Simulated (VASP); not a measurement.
# AlH4C16 in VASP: notebook

The runs below take AlH4C16 through single point, with LDA.

Program: VASP 6.6.1. These are calculated values, not measurements. Logs are shortened: lines on timing, memory, paths and dates and some standing lists are left out, and cuts for length are marked.

**1. The cell of the first run**

The cell holds a slab with vacuum, 21 atoms: a = 5.049 Å, b = 5.049 Å, c = 14.676 Å, α = 90.00°, β = 90.00°, γ = 60.00°.

**2. Single point, LDA, collinear spin**

INCAR

```
PREC = Accurate ; ENCUT = 520
EDIFF = 1E-6 ; ISMEAR = -1
SIGMA = 0.02 ; LREAL = Auto
LASPH = T ; NELM = 150
ALGO = Normal ; ISIF = 2
LWAVE = F ; LCHARG = F
ISPIN = 2 ; MAGMOM = 0 0 0 0 0 0 0 0 0 0 0 0 0 0 0 0 0 0 0 0.28 0
LORBIT = 11 ; NBANDS = 56
```

KPOINTS

```
Automatic mesh
0
Gamma
  2 2 1
```

POSCAR

```
AlH4C16
1.0
    5.0487420000      0.0000000000      0.0000000000
    2.5243710000      4.3723390000      0.0000000000
    0.0000000000      0.0000000000     14.6764260000
H C Al
4 16 1
Direct
    0.1666721879      0.1666613682      0.0681364795
    0.6666779319      0.1666613682      0.0681364795
    0.1666715721      0.6666683439      0.0681364795
    0.6666575092      0.6666683439      0.0681364795
    0.1666721879      0.1666613682      0.1430866071
    0.6666779319      0.1666613682      0.1430866071
    0.1666715721      0.6666683439      0.1430866071
    0.6666575092      0.6666683439      0.1430866071
   -0.1666613682      0.3333227364      0.1781973350
    0.3333443758      0.3333227364      0.1781973350
   -0.1666619840      0.8333297121      0.1781973350
    0.3333437600      0.8333297121      0.1781973350
   -0.1565033086      0.3267130019      0.2829912405
    0.3515080507      0.3210409806      0.2876517757
   -0.1437572717      0.8119224058      0.2897435656
    0.3527076976      0.8054956397      0.2840064741
    0.0211578776     -0.0234199590      0.3172434488
    0.5226628188     -0.0233284748      0.3129167823
    0.0124702211      0.4832653644      0.3154310184
    0.5176112042      0.4855524697      0.3046450137
    0.1919942513      0.1572156230      0.4115238955
```

Potentials or basis: VASP PAW LDA potentials, release 64 (H, C, Al).

Started as:

```console
$ cat potpaw_LDA.64/H/POTCAR potpaw_LDA.64/C/POTCAR potpaw_LDA.64/Al/POTCAR > POTCAR
$ mpirun -np 1 vasp_std > vasp.out
```

OUTCAR:

```text
PREC = Accurate
   ENCUT = 520
   EDIFF = 1E-6
   ISMEAR = -1
   LREAL = Auto
   LASPH = T
   NELM = 150
   ISIF = 2
   ISPIN = 2
   LORBIT = 11

 ion  position               nearest neighbor table
   1  0.167  0.167  0.068-   5 1.10
   2  0.667  0.167  0.068-   6 1.10
   3  0.167  0.667  0.068-   7 1.10
   4  0.667  0.667  0.068-   8 1.10
   5  0.167  0.167  0.143-   1 1.10  12 1.55  10 1.55   9 1.55
   6  0.667  0.167  0.143-   2 1.10   9 1.55  11 1.55  10 1.55
   7  0.167  0.667  0.143-   3 1.10  11 1.55  12 1.55  10 1.55
   8  0.667  0.667  0.143-   4 1.10  12 1.55  11 1.55   9 1.55
   9  0.833  0.333  0.178-  13 1.54   6 1.55   5 1.55   8 1.55
  10  0.333  0.333  0.178-   6 1.55   5 1.55   7 1.55  14 1.61
  11  0.833  0.833  0.178-   6 1.55   7 1.55   8 1.55  15 1.64
  12  0.333  0.833  0.178-   8 1.55   5 1.55   7 1.55  16 1.56
  13  0.843  0.327  0.283-  20 1.46  19 1.50   9 1.54  17 1.61  21 2.43
  14  0.352  0.321  0.288-  20 1.47  19 1.54  18 1.55  10 1.61  21 2.30
  15  0.856  0.812  0.290-  19 1.49  17 1.50  18 1.50  11 1.64
  16  0.353  0.805  0.284-  20 1.43  17 1.53  18 1.55  12 1.56  21 2.42
  17  0.021  0.977  0.317-  15 1.50  16 1.53  13 1.61  21 2.07
  18  0.523  0.977  0.313-  15 1.50  14 1.55  16 1.55  21 2.05
  19  0.012  0.483  0.315-  15 1.49  13 1.50  14 1.54  21 2.01
  20  0.518  0.486  0.305-  16 1.43  13 1.46  14 1.47
  21  0.192  0.157  0.412-  19 2.01  18 2.05  17 2.07  14 2.30  16 2.42  13 2.43

  LATTYP: Found a hexagonal cell.
 ALAT       =     5.0487421480
 C/A-ratio  =     2.9069470315

  Lattice vectors:

 A1 = (  -2.5243710000,  -4.3723390000,   0.0000000000)
 A2 = (   5.0487420000,   0.0000000000,   0.0000000000)
 A3 = (   0.0000000000,   0.0000000000,  14.6764260000)

Analysis of symmetry for initial positions (statically):
=====================================================================
 Subroutine PRICEL returns:
 Original cell was already a primitive cell.

 Routine SETGRP: Setting up the symmetry group for a
 hexagonal supercell.

 Subroutine GETGRP returns: Found  1 space group operations
 (whereof  1 operations were pure point group operations)
 out of a pool of 24 trial point group operations.

The static configuration has the point symmetry C_1 .

Analysis of symmetry for dynamics (positions and initial velocities):
=====================================================================
 Subroutine PRICEL returns:
 Original cell was already a primitive cell.

 Routine SETGRP: Setting up the symmetry group for a
 hexagonal supercell.

 Subroutine GETGRP returns: Found  1 space group operations
 (whereof  1 operations were pure point group operations)
 out of a pool of 24 trial point group operations.

The dynamic configuration has the point symmetry C_1 .

Analysis of structural, dynamic, and magnetic symmetry:
=====================================================================
 Subroutine PRICEL returns:
 Original cell was already a primitive cell.

 Routine SETGRP: Setting up the symmetry group for a
 hexagonal supercell.

 Subroutine GETGRP returns: Found  1 space group operations
 (whereof  1 operations were pure point group operations)
 out of a pool of 24 trial point group operations.

The overall configuration has the point symmetry C_1 .

 Subroutine INISYM returns: Found  1 space group operations
 (whereof  1 operations are pure point group operations),
 and found     1 'primitive' translations

----------------------------------------------------------------------------------------

                                     Primitive cell

  volume of cell :     323.9793

  direct lattice vectors                    reciprocal lattice vectors
     5.048742000  0.000000000  0.000000000     0.198069143 -0.114355268  0.000000000
     2.524371000  4.372339000  0.000000000     0.000000000  0.228710537  0.000000000
     0.000000000  0.000000000 14.676426000     0.000000000  0.000000000  0.068136480

  length of vectors
     5.048742000  5.048742148 14.676426000     0.228710544  0.228710537  0.068136480

  position of ions in fractional coordinates (direct lattice)
     0.166672188  0.166661368  0.068136479
[... 78 lines left out ...]
   number of dos      NEDOS =    301   number of ions     NIONS =     21
   total plane-waves  NPLWV = 179200
   dimension x,y,z NGX =    40 NGY =   40 NGZ =  112
   dimension x,y,z NGXF=    80 NGYF=   80 NGZF=  224
   ions per type =               4  16   1
   NGX,Y,Z   is equivalent  to a cutoff of  13.17, 13.17, 12.69 a.u.
   NGXF,Y,Z  is equivalent  to a cutoff of  26.34, 26.34, 25.37 a.u.
 SYSTEM =  unknown system
   PREC   = accura    normal or accurate (medium, high low for compatibility)
   ISTART =      0    job   : 0-new  1-cont  2-samecut
   ICHARG =      2    charge: 1-file 2-atom 10-const
   ISPIN  =      2    spin polarized calculation?
   LNONCOLLINEAR =      F non collinear calculations
   LSORBIT =      F    spin-orbit coupling
   LASPH  =      T    aspherical Exc in radial PAW
   ENCUT  =  520.0 eV  38.22 Ry    6.18 a.u.   9.39  9.39 27.29*2*pi/ulx,y,z
   NELM   =    150;   NELMIN=  2; NELMDL= -5     # of ELM steps
   EDIFF  = 0.1E-05   stopping-criterion for ELM
   LREAL  =      T    real-space projection
   EDIFFG = 0.1E-04   stopping-criterion for IOM
   NSW    =      0    number of steps for IOM
   IBRION =     -1    ionic relax: 0-MD 1-quasi-New 2-CG
   NFREE  =      0    steps in history (QN), initial steepest desc. (CG)
   ISIF   =      2    stress and relaxation
   ISYM   =      2    0-nonsym 1-usesym 2-fastsym
   POTIM  = 0.5000    time-step for ionic-motion
   TEBEG  =    0.0;   TEEND  =   0.0 temperature during run
   PSTRESS=    0.0 pullay stress
   NELECT =      71.0000    total number of electrons
   NUPDOWN=      -1.0000    fix difference up-down
   EMIN   =  10.00;   EMAX   =-10.00  energy-range for DOS
   EFERMI =   0.00;   METHOD = LEGACY
   ISMEAR =    -1;   SIGMA  =   0.02  broadening in eV -4-tet -1-fermi 0-gaus
   EFERMI_NEDOS =   21; number of points for ismear=-14 and -15
   IALGO  =     38    algorithm
   IMIX   =      4    mixing-type and parameters
     AMIX     =   0.40;   BMIX     =  1.00
     AMIX_MAG =   1.60;   BMIX_MAG =  1.00
  volume/ion in A,a.u.               =      15.43       104.11
  Fermi-wavevector in a.u.,A,eV,Ry     =   0.987011  1.865180 13.254660  0.974190
  Thomas-Fermi vector in A             =   2.118433
   LORBIT       =     11    0 simple, 1 ext, 2 COOP (PROOUT), +10 PAW based schemes
   GGA     = CA    functional components
   LHFCALC =     F    Hartree Fock is set to
   AEXX    =    0.0000 exact exchange contribution
   IVDW    =     0    specifies the selected vdW correction
   LEPSILON=     F    determine dielectric tensor
   LRPA    =     F    only Hartree local field effects (RPA)
 spin polarized calculation
  energy-cutoff  :      520.00
  volume of cell :      323.98
 maximum number of plane-waves:      8731
 NGX is ok and might be reduce to    40
   NGX = 19   NGY = 19   NGZ = 55

 number of electron      71.0000001 magnetization       0.5000064

 Free energy of the ion-electron system (eV)
  ---------------------------------------------------
  ext. energy  EPLUGINS =         0.00000000
  ---------------------------------------------------
  free energy    TOTEN  =      -173.42269532 eV

  energy without entropy =     -173.41529329  energy(sigma->0) =     -173.41899430

 E-fermi :   0.8530     XC(G=0):  -6.0456

 val. band max:        0.8332791926   @ k =   0.0000   0.5000   0.0000
 cond. band min:       0.8661968510   @ k =   0.5000   0.5000   0.0000
 fundamental gap:      0.0329176584
 Fermi energy:         0.8530495044

 spin component 1

 k-point     1 :       0.0000    0.0000    0.0000
  band No.  band energies     occupation
      1     -19.7744      1.00000
      2     -16.9182      1.00000
      3     -14.6673      1.00000
      4     -14.5479      1.00000
      5     -14.3132      1.00000
      6     -13.6830      1.00000
[... 189 lines left out ...]
     46       6.8711      0.00000
     47       7.1899      0.00000
 Fermi energy:         0.8530495044

 spin component 2

 k-point     1 :       0.0000    0.0000    0.0000
  band No.  band energies     occupation
      1     -19.7346      1.00000
      2     -16.8847      1.00000
      3     -14.6297      1.00000
      4     -14.5086      1.00000
      5     -14.2694      1.00000
      6     -13.6139      1.00000
[... 189 lines left out ...]
     46       6.9072      0.00000
     47       7.2435      0.00000
 [bands above 47 left out]

------------------------ aborting loop because EDIFF is reached ----------------------------------------

  FORCE on cell =-STRESS in cart. coord.  units (eV):
  Direction    XX          YY          ZZ          XY          YZ          ZX
  --------------------------------------------------------------------------------------
  -------------------------------------------------------------------------------------
  Total       -5.7447836     -6.2354115     -0.3297771     -0.4399185      3.4607061     -2.8363856
  in kB      -28.4097190    -30.8360247     -1.6308492     -2.1755321     17.1142545    -14.0267980
  external PRESSURE =     -20.2921976 kB  Pullay stress =       0.0000000 kB

 VOLUME and BASIS-vectors are now :
 -----------------------------------------------------------------------------
  energy-cutoff  :      520.00
  volume of cell :      323.98
      direct lattice vectors                 reciprocal lattice vectors
     5.048742000  0.000000000  0.000000000     0.198069143 -0.114355268  0.000000000
     2.524371000  4.372339000  0.000000000     0.000000000  0.228710537  0.000000000
     0.000000000  0.000000000 14.676426000     0.000000000  0.000000000  0.068136480

 POSITION                                       TOTAL-FORCE (eV/Angst)
 -----------------------------------------------------------------------------------
      1.26220      0.72870      1.00000         0.034600     -0.050452     -0.342077
      3.78660      0.72870      1.00000         0.003121     -0.039442     -0.322987
      2.52440      2.91490      1.00000         0.034021     -0.065229     -0.342752
      5.04870      2.91490      1.00000         0.018789     -0.024717     -0.334288
      1.26220      0.72870      2.10000         0.024538     -0.029119      1.950856
      3.78660      0.72870      2.10000         0.002417     -0.137588      2.039093
[... 13 lines left out ...]
      3.83900      2.12300      4.47110        -0.576601     -0.767065      0.573069
      1.36620      0.68740      6.03970        -0.403376     -0.444894     -0.029424
 -----------------------------------------------------------------------------------
    total drift:                                0.000906     -0.001554     -0.020379

  FREE ENERGIE OF THE ION-ELECTRON SYSTEM (eV)
  ---------------------------------------------------
  free  energy   TOTEN  =      -173.4226953228 eV

  energy  without entropy=     -173.4152932866  energy(sigma->0) =     -173.41899430

 total charge

# of ion       s       p       d       tot
------------------------------------------
    1        0.633   0.044   0.000   0.677
    2        0.632   0.044   0.000   0.676
    3        0.631   0.044   0.000   0.676
    4        0.632   0.044   0.000   0.677
    5        0.826   1.764   0.000   2.590
    6        0.824   1.766   0.000   2.591
[... 13 lines left out ...]
   20        0.848   1.766   0.000   2.614
   21        0.491   0.319   0.000   0.810
--------------------------------------------------
tot         16.180  28.422   0.000  44.601

 magnetization (x)

# of ion       s       p       d       tot
------------------------------------------
    1        0.000   0.000   0.000   0.001
    2        0.001  -0.000   0.000   0.001
    3        0.001  -0.000   0.000   0.001
    4        0.002  -0.000   0.000   0.002
    5        0.001   0.007   0.000   0.008
    6       -0.000  -0.001   0.000  -0.001
[... 13 lines left out ...]
   20        0.010   0.168   0.000   0.178
   21        0.000   0.003   0.000   0.003
--------------------------------------------------
tot          0.025   0.233   0.000   0.257
```

Wall time 10 min (1 thread of Intel Xeon 8259CL, shared host); peak memory 0.41 GiB.

Results:

- Free energy: -173.4227 eV
- Largest force: 2.488 eV/Å
- Net moment: 0.50 μB per cell
- Site moments: H +0.00; C +0.01, -0.00, +0.02, +0.00, +0.18 (each value once); Al +0.00 μB
- Valence electrons inside the program's atomic spheres: H 0.68; C 2.59, 2.55, 2.52, 2.54, 2.56, 2.57, 2.61 (each value once); Al 0.81

Forces in eV/Å, atoms in the order of the input:
```
H    0.035 -0.050 -0.342
H    0.003 -0.039 -0.323
H    0.034 -0.065 -0.343
H    0.019 -0.025 -0.334
C    0.025 -0.029  1.951
C    0.002 -0.138  2.039
C   -0.120  0.037  1.829
C    0.151  0.087  1.763
C    0.279 -0.349 -2.176
C    0.227 -0.255 -1.638
C    0.509 -0.637 -0.784
C    0.072 -0.496 -2.087
C   -0.033 -1.892  0.157
C   -0.510 -0.807 -1.841
C   -0.748  1.098 -0.406
C    0.479  2.417 -0.341
C    0.162  1.316  0.186
C   -0.465  0.833  1.423
C    0.860  0.207  0.723
C   -0.577 -0.767  0.573
Al  -0.403 -0.445 -0.029
```

Caveat: the k points lie up to 0.72 Å⁻¹ apart; there is no dipole correction, which matters where the two faces differ.

[end of part 1 of 2]
